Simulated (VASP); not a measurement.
Write the native input for VASP 6.6.1 that does the following.

```yaml
Task: single point
Functional: LDA
Potentials_or_basis: VASP PAW LDA potentials, release 64 (Cs_sv, Mg, F)
Cutoff: 600 eV
k_mesh: 4 × 4 × 4
Occupations: gaussian, width 0.01 eV
Spin: no spin polarisation
Dipole_correction: no
Further_INCAR_settings: ALGO = Normal; EDIFF = 1e-06; NBANDS = 24
```

The structure of CsMgF3 lies in POSCAR:

```
CsMgF3
1.0
    4.2523070000      0.0000000000      0.0000000000
    0.0000000000      4.2523070000      0.0000000000
    0.0000000000      0.0000000000      4.2523070000
Cs Mg F
1 1 3
Direct
    0.0000000000      0.0000000000      0.0000000000
    0.5000000000      0.5000000000      0.5000000000
    0.0000000000      0.5000000000      0.5000000000
    0.5000000000      0.0000000000      0.5000000000
    0.5000000000      0.5000000000      0.0000000000
```

These files were run (other wordings do the same):

INCAR

```
PREC     = Accurate       # precision mode
ENCUT    = 600            # plane-wave cutoff, eV
EDIFF    = 1E-6           # SCF threshold, eV
ISMEAR   = 0              # smearing method
SIGMA    = 0.01           # smearing width, eV
LREAL    = F              # projectors in reciprocal space
LASPH    = T              # aspherical terms in the spheres
NELM     = 120            # most SCF steps
ALGO     = Normal         # electronic algorithm
ISIF     = 2              # what is computed and relaxed
LWAVE    = F              # write WAVECAR
LCHARG   = T              # write CHGCAR
GGA      = CA             # functional
LELF     = T              # ELF
LVHAR    = T            
NBANDS   = 24             # bands
GGA_COMPAT= F
```

KPOINTS

```
regular mesh
0
Gamma
  4 4 4
```

Potentials or basis: VASP PAW LDA potentials, release 64 (Cs_sv, Mg, F).

The run is started by

```sh
$ cat potpaw_LDA.64/Cs_sv/POTCAR potpaw_LDA.64/Mg/POTCAR potpaw_LDA.64/F/POTCAR > POTCAR
$ mpirun -np 1 vasp_std > vasp.out
```

It gave:

| Item | Value |
| --- | --- |
| Pressure | -7.4 GPa |
| Band gap on the k mesh | 6.35 eV, direct |

Caveat: spin-orbit coupling is left out, which moves the levels of the heavy elements.

It took 22 s on 1 thread of Intel Xeon 8259CL, with other jobs on the host, peak memory 0.18 GiB.
